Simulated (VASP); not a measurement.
# C (Fm-3m) in VASP: notebook

C is run at these levels: PBE; tasks: single point, relaxation of cell and atoms.

All numbers are computed with VASP 6.6.1; they aren't measurements. Logs are shortened: lines on timing, memory, paths and dates and some standing lists are left out, and cuts for length are marked.

## 1. The cell of the first run

The structure is cubic, space group Fm-3m (No. 225). The conventional cell has a = 4.332 Å, b = 4.332 Å, c = 4.332 Å, α = 90.00°, β = 90.00°, γ = 90.00°. Within 2.5 Å of C (site symmetry m-3m) lie 8 C at 1.88 Å. Within 2.5 Å of C (site symmetry -43m) lie 10 C at 1.88 to 2.17 Å.

## 2. Single point, PBE

INCAR reads:

```
  ALGO = Normal
  EDIFF = 1E-7
  ENCUT = 520
  GGA = PE
  ISIF = 2
  ISMEAR = 0
  LASPH = T
  LCHARG = F
  LREAL = F
  LWAVE = F
  NBANDS = 13
  NELM = 80
  PREC = Accurate
  SIGMA = 0.1
```

KPOINTS reads:

```
k-points
0
Gamma
  8 8 8
```

POSCAR reads:

```
C
1.0
    0.0000000000      2.1661266749      2.1661266749
    2.1661266749      0.0000000000      2.1661266749
    2.1661266749      2.1661266749      0.0000000000
C
3
Direct
    0.0000000000      0.0000000000      0.0000000000
    0.7500000000      0.7500000000      0.7500000000
    0.2500000000      0.2500000000      0.2500000000
```

Potentials or basis: VASP PAW PBE potentials, release 64 (C).

The run is started by

```
$ cat potpaw_PBE.64/C/POTCAR > POTCAR
$ mpirun -np 1 vasp_std > vasp.out
```

OUTCAR:

```text
EDIFF = 1E-7
   ENCUT = 520
   GGA = PE
   ISIF = 2
   ISMEAR = 0
   LASPH = T
   LREAL = F
   NELM = 80
   PREC = Accurate

 ion  position               nearest neighbor table
   1  0.000  0.000  0.000-   2 1.88   2 1.88   2 1.88   2 1.88   3 1.88   3 1.88   3 1.88   3 1.88

   2  0.750  0.750  0.750-   1 1.88   1 1.88   1 1.88   1 1.88
   3  0.250  0.250  0.250-   1 1.88   1 1.88   1 1.88   1 1.88

  LATTYP: Found a face centered cubic cell.
 ALAT       =     4.3322533498

  Lattice vectors:

 A1 = (   0.0000000000,   2.1661266749,   2.1661266749)
 A2 = (   2.1661266749,   0.0000000000,   2.1661266749)
 A3 = (   2.1661266749,   2.1661266749,   0.0000000000)

Analysis of symmetry for initial positions (statically):
=====================================================================
 Subroutine PRICEL returns:
 Original cell was already a primitive cell.

 Routine SETGRP: Setting up the symmetry group for a
 face centered cubic supercell.

 Subroutine GETGRP returns: Found 48 space group operations
 (whereof 48 operations were pure point group operations)
 out of a pool of 48 trial point group operations.

The static configuration has the point symmetry O_h .

Analysis of symmetry for dynamics (positions and initial velocities):
=====================================================================
 Subroutine PRICEL returns:
 Original cell was already a primitive cell.

 Routine SETGRP: Setting up the symmetry group for a
 face centered cubic supercell.

 Subroutine GETGRP returns: Found 48 space group operations
 (whereof 48 operations were pure point group operations)
 out of a pool of 48 trial point group operations.

The dynamic configuration has the point symmetry O_h .

 Subroutine INISYM returns: Found 48 space group operations
 (whereof 48 operations are pure point group operations),
 and found     1 'primitive' translations

----------------------------------------------------------------------------------------

                                     Primitive cell

  volume of cell :      20.3274

  direct lattice vectors                    reciprocal lattice vectors
     0.000000000  2.166126675  2.166126675    -0.230826759  0.230826759  0.230826759
     2.166126675  0.000000000  2.166126675     0.230826759 -0.230826759  0.230826759
     2.166126675  2.166126675  0.000000000     0.230826759  0.230826759 -0.230826759

  length of vectors
     3.063365721  3.063365721  3.063365721     0.399803674  0.399803674  0.399803674

  position of ions in fractional coordinates (direct lattice)
     0.000000000  0.000000000  0.000000000
     0.750000000  0.750000000  0.750000000
     0.250000000  0.250000000  0.250000000

  ion indices of the primitive-cell ions
   primitive index   ion index
                 1           1
                 2           2
                 3           3

----------------------------------------------------------------------------------------

 KPOINTS: k-points

Automatic generation of k-mesh.
 Grid dimensions read from file:
 generate k-points for:    8    8    8

 Generating k-lattice:

  Cartesian coordinates                     Fractional coordinates (reciprocal lattice)
    -0.028853345  0.028853345  0.028853345     0.125000000  0.000000000  0.000000000
     0.028853345 -0.028853345  0.028853345     0.000000000  0.125000000  0.000000000
     0.028853345  0.028853345 -0.028853345     0.000000000  0.000000000  0.125000000

  Length of vectors
     0.049975459  0.049975459  0.049975459

  Shift w.r.t. Gamma in fractional coordinates (k-lattice)
     0.000000000  0.000000000  0.000000000

 Subroutine IBZKPT returns following result:
 ===========================================

 Found     29 irreducible k-points:

 Following reciprocal coordinates:
            Coordinates               Weight
  0.000000  0.000000  0.000000      1.000000
  0.125000  0.000000  0.000000      8.000000
  0.250000  0.000000  0.000000      8.000000
  0.375000  0.000000  0.000000      8.000000
  0.500000  0.000000  0.000000      4.000000
  0.125000  0.125000  0.000000      6.000000
[... 16 lines left out ...]
  0.500000  0.250000  0.125000     48.000000
 -0.375000  0.250000  0.125000     24.000000
 [... further k-points ...]
   k-points           NKPTS =     29   k-points in BZ     NKDIM =     29   number of bands    NBANDS=     13
   number of dos      NEDOS =    301   number of ions     NIONS =      3
   total plane-waves  NPLWV =  13824
   dimension x,y,z NGX =    24 NGY =   24 NGZ =   24
   dimension x,y,z NGXF=    48 NGYF=   48 NGZF=   48
   ions per type =               3
   NGX,Y,Z   is equivalent  to a cutoff of  13.02, 13.02, 13.02 a.u.
   NGXF,Y,Z  is equivalent  to a cutoff of  26.05, 26.05, 26.05 a.u.
 SYSTEM =  unknown system
   PREC   = accura    normal or accurate (medium, high low for compatibility)
   ISTART =      0    job   : 0-new  1-cont  2-samecut
   ICHARG =      2    charge: 1-file 2-atom 10-const
   ISPIN  =      1    spin polarized calculation?
   LNONCOLLINEAR =      F non collinear calculations
   LSORBIT =      F    spin-orbit coupling
   LASPH  =      T    aspherical Exc in radial PAW
   ENCUT  =  520.0 eV  38.22 Ry    6.18 a.u.   5.70  5.70  5.70*2*pi/ulx,y,z
   NELM   =     80;   NELMIN=  2; NELMDL= -5     # of ELM steps
   EDIFF  = 0.1E-06   stopping-criterion for ELM
   LREAL  =      F    real-space projection
   EDIFFG = 0.1E-05   stopping-criterion for IOM
   NSW    =      0    number of steps for IOM
   IBRION =     -1    ionic relax: 0-MD 1-quasi-New 2-CG
   NFREE  =      0    steps in history (QN), initial steepest desc. (CG)
   ISIF   =      2    stress and relaxation
   ISYM   =      2    0-nonsym 1-usesym 2-fastsym
   POTIM  = 0.5000    time-step for ionic-motion
   TEBEG  =    0.0;   TEEND  =   0.0 temperature during run
   PSTRESS=    0.0 pullay stress
   NELECT =      12.0000    total number of electrons
   NUPDOWN=      -1.0000    fix difference up-down
   EMIN   =  10.00;   EMAX   =-10.00  energy-range for DOS
   EFERMI =   0.00;   METHOD = LEGACY
   ISMEAR =     0;   SIGMA  =   0.10  broadening in eV -4-tet -1-fermi 0-gaus
   EFERMI_NEDOS =   21; number of points for ismear=-14 and -15
   IALGO  =     38    algorithm
   IMIX   =      4    mixing-type and parameters
     AMIX     =   0.40;   BMIX     =  1.00
     AMIX_MAG =   1.60;   BMIX_MAG =  1.00
  volume/ion in A,a.u.               =       6.78        45.73
  Fermi-wavevector in a.u.,A,eV,Ry     =   1.373329  2.595216 25.661047  1.886034
  Thomas-Fermi vector in A             =   2.498856
   LORBIT       =      0    0 simple, 1 ext, 2 COOP (PROOUT), +10 PAW based schemes
   GGA     = PE    functional components
   LHFCALC =     F    Hartree Fock is set to
   AEXX    =    0.0000 exact exchange contribution
   IVDW    =     0    specifies the selected vdW correction
   LEPSILON=     F    determine dielectric tensor
   LRPA    =     F    only Hartree local field effects (RPA)
 non-spin polarized calculation
 Gauss-broadening in eV      SIGMA  =   0.10
  energy-cutoff  :      520.00
  volume of cell :       20.33
 maximum number of plane-waves:       568
   NGX = 11   NGY = 11   NGZ = 11

 number of electron      12.0000000 magnetization

 Free energy of the ion-electron system (eV)
  ---------------------------------------------------
  ext. energy  EPLUGINS =         0.00000000
  ---------------------------------------------------
  free energy    TOTEN  =       -16.07598481 eV

  energy without entropy =      -16.07127833  energy(sigma->0) =      -16.07363157

 E-fermi :   9.1426     XC(G=0): -12.7401

 val. band max:        9.1420736711   @ k =   0.3750   0.1250   0.0000
 cond. band min:       9.2160007342   @ k =   0.2500   0.1250   0.0000
 fundamental gap:      0.0739270631
 Fermi energy:         9.1425828424

 k-point     1 :       0.0000    0.0000    0.0000
  band No.  band energies     occupation
      1     -11.7150      2.00000
      2       5.8237      2.00000
      3       5.8237      2.00000
      4       5.8237      2.00000
      5       6.0311      2.00000
      6       6.0311      2.00000
      7       6.0311      2.00000
      8       6.3084      2.00000
      9       9.9562      0.00000
     10      14.1551      0.00000
     11      14.1551      0.00000
     12      14.1551      0.00000
     13      24.1583      0.00000

 k-point     2 :       0.1250    0.0000    0.0000
  band No.  band energies     occupation
      1     -11.4149      2.00000
      2       2.4830      2.00000
      3       4.7741      2.00000
      4       4.7741      2.00000
      5       5.9353      2.00000
      6       7.0771      2.00000
      7       7.0771      2.00000
      8       8.5282      2.00000
      9      11.1065      0.00000
     10      13.9997      0.00000
     11      13.9997      0.00000
     12      14.3446      0.00000
     13      25.2147      0.00000

 k-point     3 :       0.2500    0.0000    0.0000
  band No.  band energies     occupation
      1     -10.5235      2.00000
      2      -0.9652      2.00000
      3       3.9169      2.00000
      4       3.9169      2.00000
      5       5.5115      2.00000
      6       7.6450      2.00000
      7       7.6450      2.00000
      8       9.6505      0.00000
      9      12.8139      0.00000
     10      14.2871      0.00000
     11      14.2871      0.00000
     12      15.6845      0.00000
     13      24.7660      0.00000

 k-point     4 :       0.3750    0.0000    0.0000
  band No.  band energies     occupation
      1      -9.0901      2.00000
      2      -4.0037      2.00000
      3       3.4183      2.00000
      4       3.4183      2.00000
      5       5.2102      2.00000
      6       7.5489      2.00000
      7       7.5489      2.00000
      8       9.9909      0.00000
      9      14.2227      0.00000
     10      15.3670      0.00000
     11      15.3670      0.00000
     12      17.0342      0.00000
     13      23.7523      0.00000

 k-point     5 :       0.5000    0.0000    0.0000
  band No.  band energies     occupation
      1      -7.7453      2.00000
      2      -5.8933      2.00000
      3       3.2591      2.00000
      4       3.2591      2.00000
      5       5.1064      2.00000
      6       7.4155      2.00000
      7       7.4155      2.00000
      8      10.0136      0.00000
      9      15.3541      0.00000
     10      16.0339      0.00000
     11      16.0340      0.00000
     12      16.7978      0.00000
     13      23.6514      0.00000
[... 257 lines left out ...]
 k-point    22 :       0.3750    0.2500    0.1250
  band No.  band energies     occupation
      1      -9.7356      2.00000
      2      -0.6015      2.00000
      3      -0.1817      2.00000
      4       2.6394      2.00000
      5       5.2056      2.00000
      6       8.4834      2.00000
      7       9.8951      0.00000
      8      10.7436      0.00000
      9      12.1250      0.00000
     10      14.4201      0.00000
     11      15.8874      0.00000
     12      16.8135      0.00000
     13      23.9032      0.00000

 k-point    23 :       0.5000    0.2500    0.1250
  band No.  band energies     occupation
      1      -8.3144      2.00000
      2      -3.3554      2.00000
      3      -0.6822      2.00000
      4       1.6440      2.00000
      5       6.2016      2.00000
      6       7.7119      2.00000
      7      10.6132      0.00000
      8      11.6445      0.00000
      9      12.8397      0.00000
     10      15.3103      0.00000
     11      16.0778      0.00000
     12      17.4073      0.00000
     13      22.9148      0.00000

 k-point    24 :      -0.3750    0.2500    0.1250
  band No.  band energies     occupation
      1      -6.9703      2.00000
      2      -5.2136      2.00000
      3      -0.7391      2.00000
      4       1.2155      2.00000
      5       6.8280      2.00000
      6       7.0731      2.00000
      7      10.7988      0.00000
      8      12.8545      0.00000
      9      13.0600      0.00000
     10      14.7097      0.00000
     11      16.6681      0.00000
     12      17.1034      0.00000
     13      22.9528      0.00000

 [... further k-points ...]
[... 5 lines left out ...]
  --------------------------------------------------------------------------------------
  -------------------------------------------------------------------------------------
  Total        0.0322482      0.0322482      0.0322482      0.0000000     -0.0000000     -0.0000000
  in kB        2.5417599      2.5417599      2.5417599      0.0000000     -0.0000000     -0.0000000
  external PRESSURE =       2.5417599 kB  Pullay stress =       0.0000000 kB

 VOLUME and BASIS-vectors are now :
 -----------------------------------------------------------------------------
  energy-cutoff  :      520.00
  volume of cell :       20.33
      direct lattice vectors                 reciprocal lattice vectors
     0.000000000  2.166126675  2.166126675    -0.230826759  0.230826759  0.230826759
     2.166126675  0.000000000  2.166126675     0.230826759 -0.230826759  0.230826759
     2.166126675  2.166126675  0.000000000     0.230826759  0.230826759 -0.230826759

 POSITION                                       TOTAL-FORCE (eV/Angst)
 -----------------------------------------------------------------------------------
      0.00000      0.00000      0.00000         0.000000     -0.000000      0.000000
      3.24919      3.24919      3.24919        -0.000000     -0.000000      0.000000
      1.08306      1.08306      1.08306         0.000000      0.000000     -0.000000
 -----------------------------------------------------------------------------------
    total drift:                                0.000000      0.000000      0.000000

  FREE ENERGIE OF THE ION-ELECTRON SYSTEM (eV)
  ---------------------------------------------------
  free  energy   TOTEN  =       -16.0759848102 eV

  energy  without entropy=      -16.0712783257  energy(sigma->0) =      -16.07363157
```

Wall time 4.4 s (1 thread of AMD EPYC 9R45 (Zen 5), shared host); peak memory 0.1 GiB.

Results:

```
Free energy            : -16.0760 eV
Pressure               : 0.3 GPa
Band gap on the k mesh : zero (band 6 reaches 10.48 eV, above the bottom of band 7 at 6.03 eV)
```

## 3. Relaxation of cell and atoms, PBE

This run uses another cell than the first one, of 5.90 Å³/atom, 0.871 times its volume.

INCAR reads:

```
SYSTEM = C
  PREC = Accurate
  ENCUT = 600
  EDIFF = 1E-6
  ISMEAR = 0
  SIGMA = 0.1
  LREAL = .False.
  LASPH = .True.
  NELM = 80
  ALGO = Normal
  ISIF = 3
  LWAVE = .False.
  LCHARG = .False.
  GGA = PE
  IBRION = 2
  NSW = 90
  EDIFFG = -0.04
```

KPOINTS reads:

```
regular mesh
0
Gamma
  8 8 8
  0 0 0
```

POSCAR reads:

```
C
1.0
    0.0000000000      2.0684949800      2.0684949800
    2.0684949800      0.0000000000      2.0684949800
    2.0684949800      2.0684949800      0.0000000000
C
3
Direct
    0.0000000000      0.0000000000      0.0000000000
    0.7500000000      0.7500000000      0.7500000000
    0.2500000000      0.2500000000      0.2500000000
```

Potentials or basis: VASP PAW PBE potentials, release 64 (C).

The run is started by

```
$ cat potpaw_PBE.64/C/POTCAR > POTCAR
$ mpirun -np 1 vasp_std > vasp.out
```

Wall time 8.4 s (1 thread of AMD EPYC 9R45 (Zen 5), shared host); peak memory 0.1 GiB.

Results (log left out):

```
Free energy                            : -16.0732 eV
Relaxed volume                         : 6.79 Å³/atom
Relaxed cell                           : a = 3.066 Å, b = 3.066 Å, c = 3.066 Å, α = 60.00°, β = 60.00°, γ = 60.00°
Space group after relaxing (to 0.05 Å) : Fm-3m (No. 225)
Energy gained by relaxing              : 85.5 meV/atom
Ionic steps                            : 3
Pressure after relaxing                : -0.3 GPa
Band gap on the k mesh                 : zero (band 6 reaches 10.44 eV, above the bottom of band 7 at 6.01 eV)
```

Step by step:
```
step  energy change (eV)  largest force (eV/Å)  pressure (GPa)  volume (Å³)
   1              0.0000                0.0000           32.86        17.70
   2             -0.2452                0.0000           -5.53        20.99
   3             -0.2566                0.0000           -0.29        20.38
```

Final structure:
```
CELL_PARAMETERS angstrom
0.00000 2.16789 2.16789
2.16789 0.00000 2.16789
2.16789 2.16789 0.00000
ATOMIC_POSITIONS crystal
C 0.00000 0.00000 0.00000
C 0.75000 0.75000 0.75000
C 0.25000 0.25000 0.25000
```

Levels at points of the mesh, in eV from the Fermi level:
| k point | band 4 | band 5 | band 6 | band 7 | band 8 | band 9 |
| --- | --- | --- | --- | --- | --- | --- |
| (0.00, 0.00, 0.00) | -3.31 | -3.10 | -3.10 | -3.10 | -2.86 | 0.78 |
| (0.50, 0.00, 0.00) | -5.87 | -4.05 | -1.72 | -1.72 | 0.86 | 6.19 |
| (0.50, 0.50, 0.00) | -9.00 | -8.12 | -1.56 | 4.57 | 4.57 | 6.21 |

Caveat: the volume moved by over 15 % at a fixed basis, so the end points are rough.
